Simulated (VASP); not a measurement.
# TiO2 (P4_2/mnm) in VASP: further runs

Runs on TiO2. Level: PBE. Tasks: single point.

Program: VASP 6.6.1. These are calculated values, not measurements. Logs are shortened: lines on timing, memory, paths and dates and some standing lists are left out, and cuts for length are marked.

## 1. The cell of the first run

Symmetry: P4_2/mnm, No. 136, tetragonal system. The conventional cell has a = 4.394 Å, b = 4.394 Å, c = 2.879 Å, α = 90.00°, β = 90.00°, γ = 90.00°. Within 2.5 Å of Ti (site symmetry mmm) lie 6 O at 1.87 to 1.89 Å. O (site symmetry m2m) has 3 Ti at 1.87 to 1.89 Å and 1 O at 2.46 Å within 2.5 Å.

## 2. Single point, PBE

File INCAR:

```
PREC = Accurate
ENCUT = 520
EDIFF = 1E-7
ISMEAR = 0
SIGMA = 0.02
LREAL = False
LASPH = True
NELM = 60
ALGO = Normal
ISIF = 2
LWAVE = False
LCHARG = False
GGA = PE
NBANDS = 33
```

File KPOINTS:

```
regular mesh
0
Gamma
  6 6 10
```

File POSCAR:

```
TiO2
1.0
    4.3942293298      0.0000000000      0.0000000000
    0.0000000000      4.3942293298      0.0000000000
    0.0000000000      0.0000000000      2.8787234189
Ti O
2 4
Direct
    0.5000000000      0.5000000000      0.0000000000
    0.0000000000      0.0000000000      0.5000000000
    0.6983212063      0.6983212063      0.5000000000
    0.8016787937      0.1983212063      0.0000000000
    0.1983212063      0.8016787937      0.0000000000
    0.3016787937      0.3016787937      0.5000000000
```

Potentials or basis: VASP PAW PBE potentials, release 64 (Ti_sv, O).

On the command line:

```sh
> cat potpaw_PBE.64/Ti_sv/POTCAR potpaw_PBE.64/O/POTCAR > POTCAR
> mpirun -np 1 vasp_std > vasp.out
```

OUTCAR:

```text
PREC = Accurate
   ENCUT = 520
   EDIFF = 1E-7
   ISMEAR = 0
   LREAL = False
   LASPH = True
   NELM = 60
   ISIF = 2
   GGA = PE

 ion  position               nearest neighbor table
   1  0.500  0.500  0.000-   4 1.87   5 1.87   3 1.89   6 1.89   3 1.89   6 1.89
   2  0.000  0.000  0.500-   3 1.87   6 1.87   5 1.89   4 1.89   4 1.89   5 1.89
   3  0.698  0.698  0.500-   2 1.87   1 1.89   1 1.89
   4  0.802  0.198  0.000-   1 1.87   2 1.89   2 1.89
   5  0.198  0.802  0.000-   1 1.87   2 1.89   2 1.89
   6  0.302  0.302  0.500-   2 1.87   1 1.89   1 1.89

  LATTYP: Found a simple tetragonal cell.
 ALAT       =     4.3942293298
 C/A-ratio  =     0.6551145156

  Lattice vectors:

 A1 = (   4.3942293298,   0.0000000000,   0.0000000000)
 A2 = (   0.0000000000,   4.3942293298,   0.0000000000)
 A3 = (   0.0000000000,   0.0000000000,   2.8787234189)

Analysis of symmetry for initial positions (statically):
=====================================================================
 Subroutine PRICEL returns:
 Original cell was already a primitive cell.

 Routine SETGRP: Setting up the symmetry group for a
 simple tetragonal supercell.

 Subroutine GETGRP returns: Found 16 space group operations
 (whereof  8 operations were pure point group operations)
 out of a pool of 16 trial point group operations.

The static configuration has the point symmetry D_2h.
 The point group associated with its full space group is D_4h.

Analysis of symmetry for dynamics (positions and initial velocities):
=====================================================================
 Subroutine PRICEL returns:
 Original cell was already a primitive cell.

 Routine SETGRP: Setting up the symmetry group for a
 simple tetragonal supercell.

 Subroutine GETGRP returns: Found 16 space group operations
 (whereof  8 operations were pure point group operations)
 out of a pool of 16 trial point group operations.

The dynamic configuration has the point symmetry D_2h.
 The point group associated with its full space group is D_4h.

 Subroutine INISYM returns: Found 16 space group operations
 (whereof  8 operations are pure point group operations),
 and found     1 'primitive' translations

----------------------------------------------------------------------------------------

                                     Primitive cell

  volume of cell :      55.5860

  direct lattice vectors                    reciprocal lattice vectors
     4.394229330  0.000000000  0.000000000     0.227571191  0.000000000  0.000000000
     0.000000000  4.394229330  0.000000000     0.000000000  0.227571191  0.000000000
     0.000000000  0.000000000  2.878723419     0.000000000  0.000000000  0.347376199

  length of vectors
     4.394229330  4.394229330  2.878723419     0.227571191  0.227571191  0.347376199

  position of ions in fractional coordinates (direct lattice)
     0.500000000  0.500000000  0.000000000
     0.000000000  0.000000000  0.500000000
     0.698321206  0.698321206  0.500000000
     0.801678794  0.198321206  0.000000000
     0.198321206  0.801678794  0.000000000
     0.301678794  0.301678794  0.500000000

  ion indices of the primitive-cell ions
   primitive index   ion index
                 1           1
                 2           2
                 3           3
                 4           4
                 5           5
                 6           6

----------------------------------------------------------------------------------------

 KPOINTS: regular mesh

Automatic generation of k-mesh.
 Grid dimensions read from file:
 generate k-points for:    6    6   10

 Generating k-lattice:

  Cartesian coordinates                     Fractional coordinates (reciprocal lattice)
     0.037928532  0.000000000  0.000000000     0.166666667  0.000000000  0.000000000
     0.000000000  0.037928532  0.000000000     0.000000000  0.166666667  0.000000000
     0.000000000  0.000000000  0.034737620     0.000000000  0.000000000  0.100000000

  Length of vectors
     0.037928532  0.037928532  0.034737620

  Shift w.r.t. Gamma in fractional coordinates (k-lattice)
     0.000000000  0.000000000  0.000000000

 Subroutine IBZKPT returns following result:
 ===========================================

 Found     60 irreducible k-points:

 Following reciprocal coordinates:
            Coordinates               Weight
  0.000000  0.000000  0.000000      1.000000
  0.166667  0.000000  0.000000      4.000000
  0.333333  0.000000  0.000000      4.000000
  0.500000  0.000000  0.000000      2.000000
  0.166667  0.166667  0.000000      4.000000
  0.333333  0.166667  0.000000      8.000000
[... 16 lines left out ...]
  0.333333  0.000000  0.200000      8.000000
  0.500000  0.000000  0.200000      4.000000
 [... further k-points ...]
   k-points           NKPTS =     60   k-points in BZ     NKDIM =     60   number of bands    NBANDS=     33
   number of dos      NEDOS =    301   number of ions     NIONS =      6
   total plane-waves  NPLWV =  31104
   dimension x,y,z NGX =    36 NGY =   36 NGZ =   24
   dimension x,y,z NGXF=    72 NGYF=   72 NGZF=   48
   ions per type =               2   4
   NGX,Y,Z   is equivalent  to a cutoff of  13.62, 13.62, 13.86 a.u.
   NGXF,Y,Z  is equivalent  to a cutoff of  27.24, 27.24, 27.72 a.u.
 SYSTEM =  unknown system
   PREC   = accura    normal or accurate (medium, high low for compatibility)
   ISTART =      0    job   : 0-new  1-cont  2-samecut
   ICHARG =      2    charge: 1-file 2-atom 10-const
   ISPIN  =      1    spin polarized calculation?
   LNONCOLLINEAR =      F non collinear calculations
   LSORBIT =      F    spin-orbit coupling
   LASPH  =      T    aspherical Exc in radial PAW
   ENCUT  =  520.0 eV  38.22 Ry    6.18 a.u.   8.17  8.17  5.35*2*pi/ulx,y,z
   NELM   =     60;   NELMIN=  2; NELMDL= -5     # of ELM steps
   EDIFF  = 0.1E-06   stopping-criterion for ELM
   LREAL  =      F    real-space projection
   EDIFFG = 0.1E-05   stopping-criterion for IOM
   NSW    =      0    number of steps for IOM
   IBRION =     -1    ionic relax: 0-MD 1-quasi-New 2-CG
   NFREE  =      0    steps in history (QN), initial steepest desc. (CG)
   ISIF   =      2    stress and relaxation
   ISYM   =      2    0-nonsym 1-usesym 2-fastsym
   POTIM  = 0.5000    time-step for ionic-motion
   TEBEG  =    0.0;   TEEND  =   0.0 temperature during run
   PSTRESS=    0.0 pullay stress
   NELECT =      48.0000    total number of electrons
   NUPDOWN=      -1.0000    fix difference up-down
   EMIN   =  10.00;   EMAX   =-10.00  energy-range for DOS
   EFERMI =   0.00;   METHOD = LEGACY
   ISMEAR =     0;   SIGMA  =   0.02  broadening in eV -4-tet -1-fermi 0-gaus
   EFERMI_NEDOS =   21; number of points for ismear=-14 and -15
   IALGO  =     38    algorithm
   IMIX   =      4    mixing-type and parameters
     AMIX     =   0.40;   BMIX     =  1.00
     AMIX_MAG =   1.60;   BMIX_MAG =  1.00
  volume/ion in A,a.u.               =       9.26        62.52
  Fermi-wavevector in a.u.,A,eV,Ry     =   1.558955  2.945997 33.066773  2.430339
  Thomas-Fermi vector in A             =   2.662384
   LORBIT       =      0    0 simple, 1 ext, 2 COOP (PROOUT), +10 PAW based schemes
   GGA     = PE    functional components
   LHFCALC =     F    Hartree Fock is set to
   AEXX    =    0.0000 exact exchange contribution
   IVDW    =     0    specifies the selected vdW correction
   LEPSILON=     F    determine dielectric tensor
   LRPA    =     F    only Hartree local field effects (RPA)
 non-spin polarized calculation
 Gauss-broadening in eV      SIGMA  =   0.02
  energy-cutoff  :      520.00
  volume of cell :       55.59
 maximum number of plane-waves:      1520
 NGX is ok and might be reduce to    36
   NGX = 17   NGY = 17   NGZ = 11

 number of electron      48.0000013 magnetization

 Free energy of the ion-electron system (eV)
  ---------------------------------------------------
  ext. energy  EPLUGINS =         0.00000000
  ---------------------------------------------------
  free energy    TOTEN  =       -52.71802603 eV

  energy without entropy =      -52.71802603  energy(sigma->0) =      -52.71802603

 E-fermi :   6.2945     XC(G=0): -12.0568

 val. band max:        6.2148875450   @ k =   0.0000   0.0000   0.0000
 cond. band min:       8.2266608298   @ k =   0.0000   0.0000   0.0000
 fundamental gap:      2.0117732848
 Fermi energy:         6.2945365789

 k-point     1 :       0.0000    0.0000    0.0000
  band No.  band energies     occupation
      1     -50.4234      2.00000
      2     -50.3903      2.00000
      3     -26.8756      2.00000
      4     -26.8756      2.00000
      5     -26.6069      2.00000
      6     -26.6069      2.00000
[... 25 lines left out ...]
     32      13.6335      0.00000
     33      13.6335      0.00000

 k-point     2 :       0.1667    0.0000    0.0000
  band No.  band energies     occupation
      1     -50.4211      2.00000
      2     -50.3924      2.00000
      3     -26.8599      2.00000
      4     -26.8580      2.00000
      5     -26.6273      2.00000
      6     -26.6252      2.00000
[... 25 lines left out ...]
     32      13.5000      0.00000
     33      13.5298      0.00000

 k-point     3 :       0.3333    0.0000    0.0000
  band No.  band energies     occupation
      1     -50.4150      2.00000
      2     -50.3984      2.00000
      3     -26.8157      2.00000
      4     -26.8096      2.00000
      5     -26.6810      2.00000
      6     -26.6746      2.00000
[... 25 lines left out ...]
     32      13.2280      0.00000
     33      13.2872      0.00000

 k-point     4 :       0.5000    0.0000    0.0000
  band No.  band energies     occupation
      1     -50.4067      2.00000
      2     -50.4067      2.00000
      3     -26.7554      2.00000
      4     -26.7554      2.00000
      5     -26.7377      2.00000
      6     -26.7377      2.00000
[... 673 lines left out ...]
     32      12.9118      0.00000
     33      13.0906      0.00000

 k-point    23 :       0.3333    0.0000    0.2000
  band No.  band energies     occupation
      1     -50.3932      2.00000
      2     -50.3797      2.00000
      3     -26.8181      2.00000
      4     -26.7880      2.00000
      5     -26.7322      2.00000
      6     -26.7037      2.00000
[... 25 lines left out ...]
     32      12.4818      0.00000
     33      13.1503      0.00000

 k-point    24 :       0.5000    0.0000    0.2000
  band No.  band energies     occupation
      1     -50.3864      2.00000
      2     -50.3864      2.00000
      3     -26.8014      2.00000
      4     -26.8014      2.00000
      5     -26.7013      2.00000
      6     -26.7013      2.00000
[... 25 lines left out ...]
     32      12.3177      0.00000
     33      13.7299      0.00000

 [... further k-points ...]

------------------------ aborting loop because EDIFF is reached ----------------------------------------

  FORCE on cell =-STRESS in cart. coord.  units (eV):
  Direction    XX          YY          ZZ          XY          YZ          ZX
  --------------------------------------------------------------------------------------
  -------------------------------------------------------------------------------------
  Total       14.1449590     14.1449590     14.2144152      0.0000000      0.0000000      0.0000000
  in kB      407.7058072    407.7058072    409.7077711      0.0000000      0.0000000      0.0000000
  external PRESSURE =     408.3731285 kB  Pullay stress =       0.0000000 kB

 VOLUME and BASIS-vectors are now :
 -----------------------------------------------------------------------------
  energy-cutoff  :      520.00
  volume of cell :       55.59
      direct lattice vectors                 reciprocal lattice vectors
     4.394229330  0.000000000  0.000000000     0.227571191  0.000000000  0.000000000
     0.000000000  4.394229330  0.000000000     0.000000000  0.227571191  0.000000000
     0.000000000  0.000000000  2.878723419     0.000000000  0.000000000  0.347376199

 POSITION                                       TOTAL-FORCE (eV/Angst)
 -----------------------------------------------------------------------------------
      2.19711      2.19711      0.00000         0.000000      0.000000     -0.000000
      0.00000      0.00000      1.43936         0.000000      0.000000     -0.000000
      3.06858      3.06858      1.43936         0.012592      0.012592     -0.000000
      3.52276      0.87147      0.00000        -0.012592      0.012592     -0.000000
      0.87147      3.52276      0.00000         0.012592     -0.012592     -0.000000
      1.32565      1.32565      1.43936        -0.012592     -0.012592      0.000000
 -----------------------------------------------------------------------------------
    total drift:                               -0.000000      0.000000      0.000000

  FREE ENERGIE OF THE ION-ELECTRON SYSTEM (eV)
  ---------------------------------------------------
  free  energy   TOTEN  =       -52.7180260256 eV

  energy  without entropy=      -52.7180260256  energy(sigma->0) =      -52.71802603
```

Wall time 2.8 min (1 thread of Intel Xeon 8259CL, shared host); peak memory 0.23 GiB.

Results:

```yaml
Free_energy: -52.7180 eV
Pressure: 40.8 GPa
Largest_force: 0.018 eV/Å
Band_gap_on_the_k_mesh: 2.01 eV
```

Forces in eV/Å, atoms in the order of the input:
```
Ti   0.000  0.000  0.000
Ti   0.000  0.000  0.000
O    0.013  0.013  0.000
O   -0.013  0.013  0.000
O    0.013 -0.013  0.000
O   -0.013 -0.013  0.000
```

Stress tensor (GPa, compression positive):
```
40.77  0.00  0.00
 0.00 40.77  0.00
 0.00  0.00 40.97
```

Caveat: the cell stands under pressure.

[end of part 1 of 4]
